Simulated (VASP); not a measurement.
# In in VASP: single point with PBEsol

Aim: the single point of In with PBEsol.

Program: VASP 6.6.1. These are calculated values, not measurements. Logs are shortened: lines on timing, memory, paths and dates and some standing lists are left out, and cuts for length are marked.

## (1) The cell of the first run

The cell holds a slab with vacuum, 6 atoms: a = 3.369 Å, b = 3.369 Å, c = 26.296 Å, α = 90.00°, β = 90.00°, γ = 84.24°.

## (2) Single point, PBEsol

INCAR

```
SYSTEM = In
ALGO = Normal
DIPOL = 0.5 0.5 0.500
EDIFF = 1E-6
ENCUT = 520
GGA = PS
IDIPOL = 3
ISIF = 2
ISMEAR = 0
LASPH = .True.
LCHARG = .False.
LDIPOL = .True.
LREAL = .False.
LWAVE = .False.
NBANDS = 48
NELM = 100
PREC = Accurate
SIGMA = 0.1
```

KPOINTS

```
k-points
0
Gamma
  10 10 1
  0 0 0
```

POSCAR

```
In
1.0
    3.3685330179      0.0000000000      0.0000000000
    0.3383440109      3.3514978776      0.0000000000
    0.0000000000      0.0000000000     26.2956251048
In
6
Direct
    0.5000000000      0.5000000000      0.2829550403
    0.0000000000      0.0000000000      0.3691475369
    0.5000000000      0.5000000000      0.4560179966
    0.0000000000      0.0000000000      0.5439820032
    0.5000000000      0.5000000000      0.6308524631
    0.0000000000      0.0000000000      0.7170449598
```

Potentials or basis: VASP PAW PBE potentials, release 64 (In_d).

Run with:

```bash
> cat potpaw_PBE.64/In_d/POTCAR > POTCAR
> mpirun -np 1 vasp_std > vasp.out
```

OUTCAR:

```text
SYSTEM = In
   EDIFF = 1E-6
   ENCUT = 520
   GGA = PS
   ISIF = 2
   ISMEAR = 0
   LASPH = .True.
   LREAL = .False.
   NELM = 100
   PREC = Accurate

 ion  position               nearest neighbor table
   1  0.500  0.500  0.283-   2 3.20   2 3.20   2 3.37   2 3.37
   2  0.000  0.000  0.369-   1 3.20   1 3.20   3 3.21   3 3.21   1 3.37   1 3.37   3 3.39   3 3.39

   3  0.500  0.500  0.456-   2 3.21   2 3.21   4 3.23   4 3.23   2 3.39   2 3.39   4 3.40   4 3.40

   4  0.000  0.000  0.544-   5 3.21   5 3.21   3 3.23   3 3.23   5 3.39   5 3.39   3 3.40   3 3.40

   5  0.500  0.500  0.631-   6 3.20   6 3.20   4 3.21   4 3.21   6 3.37   6 3.37   4 3.39   4 3.39

   6  0.000  0.000  0.717-   5 3.20   5 3.20   5 3.37   5 3.37

  LATTYP: Found a base centered orthorhombic cell.
 ALAT       =     4.5182500420
 B/A-ratio  =     1.1060359172
 C/A-ratio  =     5.8198693876

  Lattice vectors:

 A1 = (  -0.3383440109,  -3.3514978776,   0.0000000000)
 A2 = (   3.3685330179,   0.0000000000,   0.0000000000)
 A3 = (   0.0000000000,   0.0000000000,  26.2956251048)

Analysis of symmetry for initial positions (statically):
=====================================================================
 Subroutine PRICEL returns:
 Original cell was already a primitive cell.

 Routine SETGRP: Setting up the symmetry group for a
 base centered orthorhombic supercell.

 Subroutine GETGRP returns: Found  8 space group operations
 (whereof  4 operations were pure point group operations)
 out of a pool of  8 trial point group operations.

The static configuration has the point symmetry C_2v.
 The point group associated with its full space group is D_2h.

Analysis of symmetry for dynamics (positions and initial velocities):
=====================================================================
 Subroutine PRICEL returns:
 Original cell was already a primitive cell.

 Routine SETGRP: Setting up the symmetry group for a
 base centered orthorhombic supercell.

 Subroutine GETGRP returns: Found  8 space group operations
 (whereof  4 operations were pure point group operations)
 out of a pool of  8 trial point group operations.

The dynamic configuration has the point symmetry C_2v.
 The point group associated with its full space group is D_2h.

 Subroutine INISYM returns: Found  8 space group operations
 (whereof  4 operations are pure point group operations),
 and found     1 'primitive' translations

----------------------------------------------------------------------------------------

                                     Primitive cell

  volume of cell :     296.8679

  direct lattice vectors                    reciprocal lattice vectors
     3.368533018  0.000000000  0.000000000     0.296865132 -0.029969447  0.000000000
     0.338344011  3.351497878  0.000000000     0.000000000  0.298374051  0.000000000
     0.000000000  0.000000000 26.295625105     0.000000000  0.000000000  0.038029140

  length of vectors
     3.368533018  3.368533018 26.295625105     0.298374051  0.298374051  0.038029140

  position of ions in fractional coordinates (direct lattice)
     0.500000000  0.500000000  0.282955040
     0.000000000  0.000000000  0.369147537
     0.500000000  0.500000000  0.456017997
     0.000000000  0.000000000  0.543982003
     0.500000000  0.500000000  0.630852463
     0.000000000  0.000000000  0.717044960

  ion indices of the primitive-cell ions
   primitive index   ion index
                 1           1
                 2           2
                 3           3
                 4           4
                 5           5
                 6           6

----------------------------------------------------------------------------------------

 KPOINTS: k-points

Automatic generation of k-mesh.
 Grid dimensions read from file:
 generate k-points for:   10   10    1

 Generating k-lattice:

  Cartesian coordinates                     Fractional coordinates (reciprocal lattice)
     0.029686513 -0.002996945  0.000000000     0.100000000  0.000000000  0.000000000
     0.000000000  0.029837405  0.000000000     0.000000000  0.100000000  0.000000000
     0.000000000  0.000000000  0.038029140     0.000000000  0.000000000  1.000000000

  Length of vectors
     0.029837405  0.029837405  0.038029140

  Shift w.r.t. Gamma in fractional coordinates (k-lattice)
     0.000000000  0.000000000  0.000000000

 Subroutine IBZKPT returns following result:
 ===========================================

 Found     31 irreducible k-points:

 Following reciprocal coordinates:
            Coordinates               Weight
  0.000000  0.000000  0.000000      1.000000
  0.100000  0.000000  0.000000      4.000000
  0.200000  0.000000  0.000000      4.000000
  0.300000 -0.000000  0.000000      4.000000
  0.400000  0.000000  0.000000      4.000000
  0.500000  0.000000  0.000000      2.000000
[... 16 lines left out ...]
  0.300000  0.300000  0.000000      2.000000
  0.400000  0.300000  0.000000      4.000000
 [... further k-points ...]
   k-points           NKPTS =     31   k-points in BZ     NKDIM =     31   number of bands    NBANDS=     48
   number of dos      NEDOS =    301   number of ions     NIONS =      6
   total plane-waves  NPLWV = 153664
   dimension x,y,z NGX =    28 NGY =   28 NGZ =  196
   dimension x,y,z NGXF=    56 NGYF=   56 NGZF=  392
   ions per type =               6
   NGX,Y,Z   is equivalent  to a cutoff of  13.82, 13.82, 12.39 a.u.
   NGXF,Y,Z  is equivalent  to a cutoff of  27.64, 27.64, 24.78 a.u.
 SYSTEM =  In
   PREC   = accura    normal or accurate (medium, high low for compatibility)
   ISTART =      0    job   : 0-new  1-cont  2-samecut
   ICHARG =      2    charge: 1-file 2-atom 10-const
   ISPIN  =      1    spin polarized calculation?
   LNONCOLLINEAR =      F non collinear calculations
   LSORBIT =      F    spin-orbit coupling
   LASPH  =      T    aspherical Exc in radial PAW
   ENCUT  =  520.0 eV  38.22 Ry    6.18 a.u.   6.26  6.26 48.89*2*pi/ulx,y,z
   NELM   =    100;   NELMIN=  2; NELMDL= -5     # of ELM steps
   EDIFF  = 0.1E-05   stopping-criterion for ELM
   LREAL  =      F    real-space projection
   EDIFFG = 0.1E-04   stopping-criterion for IOM
   NSW    =      0    number of steps for IOM
   IBRION =     -1    ionic relax: 0-MD 1-quasi-New 2-CG
   NFREE  =      0    steps in history (QN), initial steepest desc. (CG)
   ISIF   =      2    stress and relaxation
   ISYM   =      2    0-nonsym 1-usesym 2-fastsym
   POTIM  = 0.5000    time-step for ionic-motion
   TEBEG  =    0.0;   TEEND  =   0.0 temperature during run
   PSTRESS=    0.0 pullay stress
   NELECT =      78.0000    total number of electrons
   NUPDOWN=      -1.0000    fix difference up-down
   EMIN   =  10.00;   EMAX   =-10.00  energy-range for DOS
   EFERMI =   0.00;   METHOD = LEGACY
   ISMEAR =     0;   SIGMA  =   0.10  broadening in eV -4-tet -1-fermi 0-gaus
   EFERMI_NEDOS =   21; number of points for ismear=-14 and -15
   IALGO  =     38    algorithm
   IMIX   =      4    mixing-type and parameters
     AMIX     =   0.40;   BMIX     =  1.00
     AMIX_MAG =   1.60;   BMIX_MAG =  1.00
  volume/ion in A,a.u.               =      49.48       333.89
  Fermi-wavevector in a.u.,A,eV,Ry     =   1.048541  1.981455 14.958756  1.099438
  Thomas-Fermi vector in A             =   2.183467
   LORBIT       =      0    0 simple, 1 ext, 2 COOP (PROOUT), +10 PAW based schemes
   GGA     = PS    functional components
   LHFCALC =     F    Hartree Fock is set to
   AEXX    =    0.0000 exact exchange contribution
   IVDW    =     0    specifies the selected vdW correction
   LEPSILON=     F    determine dielectric tensor
   LRPA    =     F    only Hartree local field effects (RPA)
 non-spin polarized calculation
 Gauss-broadening in eV      SIGMA  =   0.10
  energy-cutoff  :      520.00
  volume of cell :      296.87
 maximum number of plane-waves:      8052
 NGX is ok and might be reduce to    28
   NGX = 13   NGY = 13   NGZ = 97

 dipolmoment           0.000000      0.000000     -0.000000 electrons x Angstroem

 number of electron      78.0000008 magnetization

 dipolmoment           0.000000      0.000000      0.000000 electrons x Angstroem

 Free energy of the ion-electron system (eV)
  ---------------------------------------------------
  ext. energy  EPLUGINS =         0.00000000
  ---------------------------------------------------
  free energy    TOTEN  =       -17.25099364 eV

  energy without entropy =      -17.23553065  energy(sigma->0) =      -17.24326215

 E-fermi :   1.9913     XC(G=0):  -6.0919

 val. band max:        1.9763837460   @ k =   0.5000   0.3000   0.0000
 cond. band min:       2.0155181696   @ k =   0.4000   0.4000   0.0000
 fundamental gap:      0.0391344236
 Fermi energy:         1.9913153829

 k-point     1 :       0.0000    0.0000    0.0000
  band No.  band energies     occupation
      1     -12.7463      2.00000
      2     -12.7005      2.00000
      3     -12.6684      2.00000
      4     -12.6351      2.00000
      5     -12.6219      2.00000
      6     -12.6083      2.00000
[... 40 lines left out ...]
     47       7.5219      0.00000
     48       7.7287      0.00000

 k-point     2 :       0.1000    0.0000    0.0000
  band No.  band energies     occupation
      1     -12.7254      2.00000
      2     -12.6823      2.00000
      3     -12.6509      2.00000
      4     -12.6212      2.00000
      5     -12.6181      2.00000
      6     -12.5939      2.00000
[... 40 lines left out ...]
     47       7.1068      0.00000
     48       7.8243      0.00000

 k-point     3 :       0.2000    0.0000    0.0000
  band No.  band energies     occupation
      1     -12.6826      2.00000
      2     -12.6460      2.00000
      3     -12.6085      2.00000
      4     -12.5994      2.00000
      5     -12.5890      2.00000
      6     -12.5799      2.00000
[... 40 lines left out ...]
     47       6.6313      0.00000
     48       7.1582      0.00000

 k-point     4 :       0.3000   -0.0000    0.0000
  band No.  band energies     occupation
      1     -12.6397      2.00000
      2     -12.6171      2.00000
      3     -12.5978      2.00000
      4     -12.5912      2.00000
      5     -12.5892      2.00000
      6     -12.5565      2.00000
[... 958 lines left out ...]
     47       6.2458      0.00000
     48       6.2874      0.00000

 k-point    23 :       0.3000    0.3000    0.0000
  band No.  band energies     occupation
      1     -12.7315      2.00000
      2     -12.6499      2.00000
      3     -12.6115      2.00000
      4     -12.6070      2.00000
      5     -12.5791      2.00000
      6     -12.5704      2.00000
[... 40 lines left out ...]
     47       5.2465      0.00000
     48       5.4808      0.00000

 k-point    24 :       0.4000    0.3000    0.0000
  band No.  band energies     occupation
      1     -12.7431      2.00000
      2     -12.6683      2.00000
      3     -12.6503      2.00000
      4     -12.6339      2.00000
      5     -12.6002      2.00000
      6     -12.5913      2.00000
[... 40 lines left out ...]
     47       4.9129      0.00000
     48       4.9541      0.00000

 [... further k-points ...]

------------------------ aborting loop because EDIFF is reached ----------------------------------------

 vacuum level on the upper side and lower side of the slab       (xc-potential included)        -0.222        -0.222

  FORCE on cell =-STRESS in cart. coord.  units (eV):
  Direction    XX          YY          ZZ          XY          YZ          ZX
  --------------------------------------------------------------------------------------
  -------------------------------------------------------------------------------------
  Total       -2.4750982     -2.4189935      0.0136088     -0.2778748      0.0000000      0.0000000
  in kB      -13.3579482    -13.0551550      0.0734457     -1.4996728      0.0000000      0.0000000
  external PRESSURE =      -8.7798858 kB  Pullay stress =       0.0000000 kB

 VOLUME and BASIS-vectors are now :
 -----------------------------------------------------------------------------
  energy-cutoff  :      520.00
  volume of cell :      296.87
      direct lattice vectors                 reciprocal lattice vectors
     3.368533018  0.000000000  0.000000000     0.296865132 -0.029969447  0.000000000
     0.338344011  3.351497878  0.000000000     0.000000000  0.298374051  0.000000000
     0.000000000  0.000000000 26.295625105     0.000000000  0.000000000  0.038029140

 POSITION                                       TOTAL-FORCE (eV/Angst)
 -----------------------------------------------------------------------------------
      1.85344      1.67575      7.44048         0.000000      0.000000     -0.002661
      0.00000      0.00000      9.70697         0.000000      0.000000     -0.004301
      1.85344      1.67575     11.99128        -0.000000      0.000000     -0.009208
      0.00000      0.00000     14.30435         0.000000      0.000000      0.009208
      1.85344      1.67575     16.58866         0.000000      0.000000      0.004301
      0.00000      0.00000     18.85515        -0.000000      0.000000      0.002661
 -----------------------------------------------------------------------------------
    total drift:                                0.000000      0.000000      0.000010

  FREE ENERGIE OF THE ION-ELECTRON SYSTEM (eV)
  ---------------------------------------------------
  free  energy   TOTEN  =       -17.2509936448 eV

  energy  without entropy=      -17.2355306529  energy(sigma->0) =      -17.24326215

 vacuum level on the upper side and lower side of the slab         5.852         5.852
```

Wall time 22 min (1 thread of AMD EPYC 7R43 (Zen 3), shared host); peak memory 0.5 GiB.

What came out:

- Free energy: -17.2510 eV
- Largest force: 0.009 eV/Å
- Band gap on the k mesh: zero (band 39 reaches 4.81 eV, above the bottom of band 40 at 0.75 eV)

Forces on the atoms (eV/Å):
```
In   0.000  0.000 -0.003
In   0.000  0.000 -0.004
In   0.000  0.000 -0.009
In   0.000  0.000  0.009
In   0.000  0.000  0.004
In   0.000  0.000  0.003
```

Levels at points of the mesh, in eV from the Fermi level:
| k point | band 36 | band 37 | band 38 | band 39 | band 40 | band 41 | band 42 | band 43 |
| --- | --- | --- | --- | --- | --- | --- | --- | --- |
| (0.00, 0.00, 0.00) | -3.21 | -1.39 | 0.89 | 2.82 | 3.72 | 3.88 | 4.06 | 4.29 |
| (0.50, 0.00, 0.00) | -4.41 | -2.74 | -2.74 | -1.24 | -1.24 | 0.55 | 0.55 | 2.59 |
| (0.50, 0.50, 0.00) | -1.61 | -1.51 | -1.30 | -1.25 | -1.00 | -1.00 | 0.05 | 0.26 |

Caveat: the PAW data sets were made with another functional, which shifts forces and pressure a little; spin-orbit coupling is left out, which moves the levels of the heavy elements.
